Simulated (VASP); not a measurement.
# AlMoAs3 (P1) in VASP: single point with PBEsol

Aim: the single point of AlMoAs3 with PBEsol.

All numbers are computed with VASP 6.6.1; they aren't measurements. Logs are shortened: lines on timing, memory, paths and dates and some standing lists are left out, and cuts for length are marked.

### Step 1. The cell of the first run

The typed cell holds 10 atoms: a = 9.250 Å, b = 4.981 Å, c = 4.830 Å, α = 76.28°, β = 87.98°, γ = 104.55°.

### Step 2. Single point, PBEsol

Contents of INCAR:

```
ALGO     = Normal         # electronic algorithm
EDIFF    = 1E-6           # SCF threshold, eV
ENCUT    = 520            # plane-wave cutoff, eV
GGA      = PS             # functional
ISIF     = 2              # what is computed and relaxed
ISMEAR   = -1             # smearing method
LASPH    = T              # aspherical terms in the spheres
LCHARG   = F              # write CHGCAR
LREAL    = F              # projectors in reciprocal space
LWAVE    = F              # write WAVECAR
NBANDS   = 43             # bands
NELM     = 60             # most SCF steps
PREC     = Accurate       # precision mode
SIGMA    = 0.05           # smearing width, eV
```

Contents of KPOINTS:

```
k-points
0
Gamma
  2 4 4
```

Contents of POSCAR:

```
AlMoAs3
1.0
    9.1649331251     -1.2255324316      0.2513657467
   -0.6231908897      4.9055228259      0.5965897263
    0.1203634104      0.5959180078      4.7912875039
Al Mo As
2 2 6
Direct
   -0.0959490337      0.1575728257      0.0550378841
    0.5725321585      0.0466401101      0.1011461692
    0.2562410583      0.4764308412      0.3800271049
    0.7451282012      0.4400081923      0.6870301106
   -0.0063413318      0.4631767790      0.4552270896
    0.3110109747      0.0160746850      0.2747367817
    0.1815530413      0.2864973448     -0.0912439847
    0.5117807099      0.5183973694      0.4905164496
    0.7228461901     -0.0374259888      0.5477057622
    0.8070768048      0.6246154861      0.1149419172
```

Potentials or basis: VASP PAW PBE potentials, release 64 (Al, Mo_sv, As).

On the command line:

```bash
cat potpaw_PBE.64/Al/POTCAR potpaw_PBE.64/Mo_sv/POTCAR potpaw_PBE.64/As/POTCAR > POTCAR
mpirun -np 1 vasp_std > vasp.out
```

OUTCAR:

```text
EDIFF = 1E-6
   ENCUT = 520
   GGA = PS
   ISIF = 2
   ISMEAR = -1
   LASPH = T
   LREAL = F
   NELM = 60
   PREC = Accurate

 ion  position               nearest neighbor table
   1  0.904  0.158  0.055-   7 2.52  10 2.52   9 2.69   4 2.71   5 2.76  10 2.77   5 2.92   2 2.97

   2  0.573  0.047  0.101-   6 2.49   4 2.59   9 2.61   8 2.76   1 2.97   9 3.13
   3  0.256  0.476  0.380-   8 2.41   5 2.43   7 2.51   6 2.53   6 2.63   7 2.71
   4  0.745  0.440  0.687-   8 2.47  10 2.48   5 2.49   9 2.58   9 2.59   2 2.59  10 2.69   1 2.71

   5  0.994  0.463  0.455-   3 2.43   4 2.49  10 2.57   1 2.76   1 2.92
   6  0.311  0.016  0.275-   2 2.49   7 2.49   3 2.53   3 2.63
   7  0.182  0.286  0.909-   6 2.49   3 2.51   1 2.52   3 2.71
   8  0.512  0.518  0.491-   3 2.41   4 2.47   9 2.63   2 2.76
   9  0.723  0.963  0.548-   4 2.58   4 2.59   2 2.61   8 2.63   1 2.69   2 3.13
  10  0.807  0.625  0.115-   4 2.48   1 2.52   5 2.57   4 2.69   1 2.77

  LATTYP: Found a triclinic cell.
 ALAT       =     6.0597901062
 B/A-ratio  =     0.8219438486
 C/A-ratio  =     2.0304530212
 COS(alpha) =     0.0297236376
 COS(beta)  =     0.5524354341
 COS(gamma) =     0.6328711984

  Lattice vectors:

 A1 = (  -0.7435543001,   4.3096048181,  -4.1946977776)
 A2 = (  -0.6231908897,   4.9055228259,   0.5965897263)
 A3 = (   8.3010154146,   2.4881543787,  -8.7346195348)

Analysis of symmetry for initial positions (statically):
=====================================================================
 Subroutine PRICEL returns:
 Original cell was already a primitive cell.

 Routine SETGRP: Setting up the symmetry group for a
 triclinic supercell.

 Subroutine GETGRP returns: Found  1 space group operations
 (whereof  1 operations were pure point group operations)
 out of a pool of  2 trial point group operations.

The static configuration has the point symmetry C_1 .

Analysis of symmetry for dynamics (positions and initial velocities):
=====================================================================
 Subroutine PRICEL returns:
 Original cell was already a primitive cell.

 Routine SETGRP: Setting up the symmetry group for a
 triclinic supercell.

 Subroutine GETGRP returns: Found  1 space group operations
 (whereof  1 operations were pure point group operations)
 out of a pool of  2 trial point group operations.

The dynamic configuration has the point symmetry C_1 .

 Subroutine INISYM returns: Found  1 space group operations
 (whereof  1 operations are pure point group operations),
 and found     1 'primitive' translations

----------------------------------------------------------------------------------------

                                     Primitive cell

  volume of cell :     208.1631

  direct lattice vectors                    reciprocal lattice vectors
     9.164933125 -1.225532432  0.251365747     0.111202470  0.014688935 -0.004620493
    -0.623190890  4.905522826  0.596589726     0.028927660  0.210803801 -0.026945495
     0.120363410  0.595918008  4.791287504    -0.009435968 -0.027018975  0.212309706

  length of vectors
     9.249925063  4.980807202  4.829704087     0.112263543  0.214478698  0.214229955

  position of ions in fractional coordinates (direct lattice)
     0.904050966  0.157572826  0.055037884
     0.572532159  0.046640110  0.101146169
     0.256241058  0.476430841  0.380027105
     0.745128201  0.440008192  0.687030111
     0.993658668  0.463176779  0.455227090
     0.311010975  0.016074685  0.274736782
     0.181553041  0.286497345  0.908756015
     0.511780710  0.518397369  0.490516450
     0.722846190  0.962574011  0.547705762
     0.807076805  0.624615486  0.114941917

  ion indices of the primitive-cell ions
   primitive index   ion index
                 1           1
                 2           2
                 3           3
                 4           4
                 5           5
                 6           6
                 7           7
                 8           8
                 9           9
                10          10

----------------------------------------------------------------------------------------

 KPOINTS: k-points

Automatic generation of k-mesh.
 Grid dimensions read from file:
 generate k-points for:    2    4    4

 Generating k-lattice:

  Cartesian coordinates                     Fractional coordinates (reciprocal lattice)
     0.055601235  0.007344467 -0.002310246     0.500000000  0.000000000  0.000000000
     0.007231915  0.052700950 -0.006736374    -0.000000000  0.250000000 -0.000000000
    -0.002358992 -0.006754744  0.053077426    -0.000000000 -0.000000000  0.250000000

  Length of vectors
     0.056131771  0.053619675  0.053557489

  Shift w.r.t. Gamma in fractional coordinates (k-lattice)
     0.000000000  0.000000000  0.000000000

 Subroutine IBZKPT returns following result:
 ===========================================

 Found     20 irreducible k-points:

 Following reciprocal coordinates:
            Coordinates               Weight
  0.000000  0.000000  0.000000      1.000000
  0.500000  0.000000  0.000000      1.000000
 -0.000000  0.250000  0.000000      2.000000
  0.500000  0.250000  0.000000      2.000000
 -0.000000  0.500000  0.000000      1.000000
  0.500000  0.500000  0.000000      1.000000
[... 12 lines left out ...]
  0.000000  0.500000  0.500000      1.000000
  0.500000  0.500000  0.500000      1.000000
   k-points           NKPTS =     20   k-points in BZ     NKDIM =     20   number of bands    NBANDS=     43
   number of dos      NEDOS =    301   number of ions     NIONS =     10
   total plane-waves  NPLWV = 100800
   dimension x,y,z NGX =    70 NGY =   40 NGZ =   36
   dimension x,y,z NGXF=   140 NGYF=   80 NGZF=   72
   ions per type =               2   2   6
   NGX,Y,Z   is equivalent  to a cutoff of  12.58, 13.35, 12.39 a.u.
   NGXF,Y,Z  is equivalent  to a cutoff of  25.16, 26.70, 24.78 a.u.
 SYSTEM =  unknown system
   PREC   = accura    normal or accurate (medium, high low for compatibility)
   ISTART =      0    job   : 0-new  1-cont  2-samecut
   ICHARG =      2    charge: 1-file 2-atom 10-const
   ISPIN  =      1    spin polarized calculation?
   LNONCOLLINEAR =      F non collinear calculations
   LSORBIT =      F    spin-orbit coupling
   LASPH  =      T    aspherical Exc in radial PAW
   ENCUT  =  520.0 eV  38.22 Ry    6.18 a.u.  17.20  9.26  8.98*2*pi/ulx,y,z
   NELM   =     60;   NELMIN=  2; NELMDL= -5     # of ELM steps
   EDIFF  = 0.1E-05   stopping-criterion for ELM
   LREAL  =      F    real-space projection
   EDIFFG = 0.1E-04   stopping-criterion for IOM
   NSW    =      0    number of steps for IOM
   IBRION =     -1    ionic relax: 0-MD 1-quasi-New 2-CG
   NFREE  =      0    steps in history (QN), initial steepest desc. (CG)
   ISIF   =      2    stress and relaxation
   ISYM   =      2    0-nonsym 1-usesym 2-fastsym
   POTIM  = 0.5000    time-step for ionic-motion
   TEBEG  =    0.0;   TEEND  =   0.0 temperature during run
   PSTRESS=    0.0 pullay stress
   NELECT =      64.0000    total number of electrons
   NUPDOWN=      -1.0000    fix difference up-down
   EMIN   =  10.00;   EMAX   =-10.00  energy-range for DOS
   EFERMI =   0.00;   METHOD = LEGACY
   ISMEAR =    -1;   SIGMA  =   0.05  broadening in eV -4-tet -1-fermi 0-gaus
   EFERMI_NEDOS =   21; number of points for ismear=-14 and -15
   IALGO  =     38    algorithm
   IMIX   =      4    mixing-type and parameters
     AMIX     =   0.40;   BMIX     =  1.00
     AMIX_MAG =   1.60;   BMIX_MAG =  1.00
  volume/ion in A,a.u.               =      20.82       140.48
  Fermi-wavevector in a.u.,A,eV,Ry     =   1.104927  2.088009 16.610857  1.220864
  Thomas-Fermi vector in A             =   2.241407
   LORBIT       =      0    0 simple, 1 ext, 2 COOP (PROOUT), +10 PAW based schemes
   GGA     = PS    functional components
   LHFCALC =     F    Hartree Fock is set to
   AEXX    =    0.0000 exact exchange contribution
   IVDW    =     0    specifies the selected vdW correction
   LEPSILON=     F    determine dielectric tensor
   LRPA    =     F    only Hartree local field effects (RPA)
 non-spin polarized calculation
  energy-cutoff  :      520.00
  volume of cell :      208.16
 maximum number of plane-waves:      5626
 NGX is ok and might be reduce to    70
   NGX = 35   NGY = 19   NGZ = 17

 number of electron      64.0000001 magnetization

 Free energy of the ion-electron system (eV)
  ---------------------------------------------------
  ext. energy  EPLUGINS =         0.00000000
  ---------------------------------------------------
  free energy    TOTEN  =       -61.44588269 eV

  energy without entropy =      -61.40801432  energy(sigma->0) =      -61.42694851

 E-fermi :   5.6849     XC(G=0): -10.1609

 val. band max:        5.6811796872   @ k =   0.0000   0.2500   0.5000
 cond. band min:       5.7184348394   @ k =   0.0000   0.5000   0.5000
 fundamental gap:      0.0372551522
 Fermi energy:         5.6849329961

 k-point     1 :       0.0000    0.0000    0.0000
  band No.  band energies     occupation
      1     -55.1509      2.00000
      2     -54.8447      2.00000
      3     -29.4144      2.00000
      4     -29.3284      2.00000
      5     -29.2543      2.00000
      6     -29.1753      2.00000
[... 35 lines left out ...]
     42       8.8554      0.00000
     43       9.1295      0.00000

 k-point     2 :       0.5000    0.0000    0.0000
  band No.  band energies     occupation
      1     -55.1509      2.00000
      2     -54.8447      2.00000
      3     -29.4144      2.00000
      4     -29.3284      2.00000
      5     -29.2543      2.00000
      6     -29.1753      2.00000
[... 820 lines left out ...]
 k-point    20 :       0.5000    0.5000    0.5000
  band No.  band energies     occupation
      1     -55.1509      2.00000
      2     -54.8447      2.00000
      3     -29.4152      2.00000
      4     -29.3305      2.00000
      5     -29.2563      2.00000
      6     -29.1762      2.00000
[... 35 lines left out ...]
     42       9.8521      0.00000
     43      10.0723      0.00000

------------------------ aborting loop because EDIFF is reached ----------------------------------------

  FORCE on cell =-STRESS in cart. coord.  units (eV):
  Direction    XX          YY          ZZ          XY          YZ          ZX
  --------------------------------------------------------------------------------------
  -------------------------------------------------------------------------------------
  Total        0.4943431      0.3809936      0.3913676     -0.0556966     -0.0239431      0.0700770
  in kB        3.8048304      2.9324090      3.0122547     -0.4286825     -0.1842840      0.5393643
  external PRESSURE =       3.2498314 kB  Pullay stress =       0.0000000 kB

 VOLUME and BASIS-vectors are now :
 -----------------------------------------------------------------------------
  energy-cutoff  :      520.00
  volume of cell :      208.16
      direct lattice vectors                 reciprocal lattice vectors
     9.164933125 -1.225532432  0.251365747     0.111202470  0.014688935 -0.004620493
    -0.623190890  4.905522826  0.596589726     0.028927660  0.210803801 -0.026945495
     0.120363410  0.595918008  4.791287504    -0.009435968 -0.027018975  0.212309706

 POSITION                                       TOTAL-FORCE (eV/Angst)
 -----------------------------------------------------------------------------------
      8.19399     -0.30217      0.58496        -0.003299     -0.003928      0.001191
      5.23033     -0.41259      0.65636         0.003976     -0.001692     -0.011573
      2.09727      2.24958      2.16946        -0.000157      0.005001     -0.013000
      6.63753      1.65471      3.74156        -0.005265     -0.007007      0.017659
      8.87296      1.32564      2.70722         0.026398      0.000712      0.011637
      2.87345     -0.13858      1.40411         0.009771     -0.016717      0.023460
      1.59476      1.72446      4.57067        -0.013868      0.011085     -0.019714
      4.42642      2.20811      2.78812        -0.011521     -0.015983     -0.002507
      6.09089      4.16245      3.38018         0.009103      0.013169      0.007314
      7.02139      2.14346      1.12623        -0.015138      0.015359     -0.014469
 -----------------------------------------------------------------------------------
    total drift:                               -0.000071      0.000451      0.000211

  FREE ENERGIE OF THE ION-ELECTRON SYSTEM (eV)
  ---------------------------------------------------
  free  energy   TOTEN  =       -61.4458826875 eV

  energy  without entropy=      -61.4080143237  energy(sigma->0) =      -61.42694851
```

Wall time 4 min (1 thread of Intel Xeon 6975P-C, shared host); peak memory 0.39 GiB.

What came out:

```
Free energy            : -61.4459 eV
Pressure               : 0.3 GPa
Largest force          : 0.030 eV/Å
Band gap on the k mesh : zero (band 32 reaches 6.09 eV, above the bottom of band 33 at 5.54 eV)
```

Forces in eV/Å, atoms in the order of the input:
```
Al  -0.003 -0.004  0.001
Al   0.004 -0.002 -0.012
Mo   0.000  0.005 -0.013
Mo  -0.005 -0.007  0.018
As   0.026  0.001  0.012
As   0.010 -0.017  0.023
As  -0.014  0.011 -0.020
As  -0.012 -0.016 -0.003
As   0.009  0.013  0.007
As  -0.015  0.015 -0.014
```

Stress tensor (GPa, compression positive):
```
 0.38 -0.04  0.05
-0.04  0.29 -0.02
 0.05 -0.02  0.30
```

Caveat: the PAW data sets were made with another functional, which shifts forces and pressure a little.
